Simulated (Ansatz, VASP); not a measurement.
## One calculation of SnSe, two programs

```
Sn Se
1.0
    11.79481    0.00000    0.00000
     0.00000    4.20677    0.00000
     0.00000    0.00000    4.56704
Sn Se
4 4
Cartesian
  1.4326 1.0517 0.5329
  10.3622 3.1551 4.0341
  4.4648 3.1551 2.8164
  7.3300 1.0517 1.7506
  10.0830 1.0517 2.1742
  1.7118 3.1551 2.3929
  7.6092 3.1551 4.4577
  4.1856 1.0517 0.1094
```

Alike in both runs: functional PBE; k mesh 4 × 6 × 6; no spin polarisation.

Ansatz relaxed the structure, and its values are those at the end. VASP's run is a single point on that final structure, the one shown.

|  | VASP | Ansatz |
| --- | --- | --- |
| version | VASP 6.6.1 | Ansatz 0.2.0 |
| potentials or method | VASP PAW PBE potentials, release 64 (Sn_d, Se), cutoff 500 eV | scalar-relativistic, plane waves, PAW |
| occupations | gaussian, width 0.01 eV | fixed |
| valence electrons in the cell | 80 | 120 |

```tsv
	VASP	Ansatz	Ansatz less VASP
gap on the k mesh at the Fermi level (eV)	0.63	0.64	+0.004
least direct gap on the mesh (eV)	0.87	0.88	+0.009
pressure (GPa)	0.0	0.0	-0.02
rms of the force components (eV/Å)	0.008	0.000	-0.0083
```

VASP's potentials hold 80 valence electrons a cell and Ansatz's 120, so a difference there can come from the potentials and not from the codes.
